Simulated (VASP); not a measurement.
Wanted: the native input for a VASP 6.6.1 run.

* Task: single point
* Functional: PBE
* Potentials or basis: VASP PAW PBE potentials, release 64 (Zr_sv, B)
* Cutoff: 520 eV
* k mesh: 4 × 4 × 4
* Occupations: gaussian, width 0.1 eV
* Spin: collinear spin, ferromagnetic start
* Starting moments: [1.0, 1.0, 0.0, 0.0, 0.0] μB
* Dipole correction: no
* Further INCAR settings: ALGO = Normal; EDIFF = 1e-07; NBANDS = 28

The structure of Zr2B3 lies in POSCAR:

```
Zr2B3
1.0
    4.2195359464      0.0000000000      0.0000000000
    0.0000000000      4.2195359464      0.0000000000
    0.0000000000      0.0000000000      4.2195359464
Zr B
2 3
Direct
    0.0000000000      0.0000000000      0.0000000000
    0.5000000000      0.5000000000      0.5000000000
    0.5000000000      0.0000000000      0.0000000000
    0.0000000000      0.5000000000      0.0000000000
    0.0000000000      0.0000000000      0.5000000000
```

The input as run:

INCAR

```
SYSTEM = Zr2B3
PREC = Accurate
ENCUT = 520
EDIFF = 1E-7
ISMEAR = 0
SIGMA = 0.1
LREAL = .FALSE.
LASPH = .TRUE.
NELM = 150
ALGO = Normal
ISIF = 2
LWAVE = .FALSE.
LCHARG = .FALSE.
ISPIN = 2
MAGMOM = 1 1 0 0 0
LORBIT = 11
LMAXMIX = 4
GGA = PE
NBANDS = 28
```

KPOINTS

```
Automatic mesh
0
G
  4 4 4
  0 0 0
```

Potentials or basis: VASP PAW PBE potentials, release 64 (Zr_sv, B).

The run is started by

```console
$ cat potpaw_PBE.64/Zr_sv/POTCAR potpaw_PBE.64/B/POTCAR > POTCAR
$ mpirun -np 1 vasp_std > vasp.out
```

Results of the run:

```
Pressure                                              : 0.2 GPa
Net moment                                            : 0.00 μB per cell
Valence electrons inside the program's atomic spheres : Zr 10.72, 9.40; B 1.70
```

Caveat: the k points lie up to 0.37 Å⁻¹ apart.

It took 41 s on 1 thread of Intel Xeon 6975P-C, with other jobs on the host, peak memory 0.21 GiB.
